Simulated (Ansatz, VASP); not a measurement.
**Two plane-wave programs on Pt**

```
CELL_PARAMETERS angstrom
2.87109 0.00000 0.00000
-1.43555 2.29517 0.00000
0.00000 0.00000 4.79213
ATOMIC_POSITIONS crystal
Pt 0.66667 0.33333 0.75000
Pt 0.33333 0.66667 0.25000
```

Change from the starting cell: strain +0.0400 x Voigt [1, -1, 0, 0, 0, 0], atoms carried along.

Alike in both runs: task single point; functional PBEsol; k mesh 18 × 18 × 10; occupations gaussian, width 0.15 eV; no spin polarisation.

|  | VASP | Ansatz |
| --- | --- | --- |
| version | VASP 6.6.1 | Ansatz 0.2.0 |
| potentials or method | VASP PAW PBE potentials, release 64 (Pt), cutoff 520 eV | scalar-relativistic, plane waves, PAW |
| valence electrons in the cell | 20 | 36 |

```tsv
	VASP	Ansatz	Ansatz less VASP
gap on the k mesh at the Fermi level (eV)	none	none	-
pressure (GPa)	-9.6	-9.2	+0.38
traceless stress, the component that is largest in VASP (GPa)	7.88	7.90	+0.024
rms of the force components (eV/Å)	0.021	0.021	+0.0001
```

VASP's potentials were made for PBE, not for PBEsol. Atom by atom the forces differ by 0.000 eV/Å (rms over components). A gap of «none» marks a metal or a gap that the smearing closes. VASP's potentials hold 20 valence electrons a cell and Ansatz's 36, so a difference there can come from the potentials and not from the codes.

Spin-orbit coupling is off throughout.
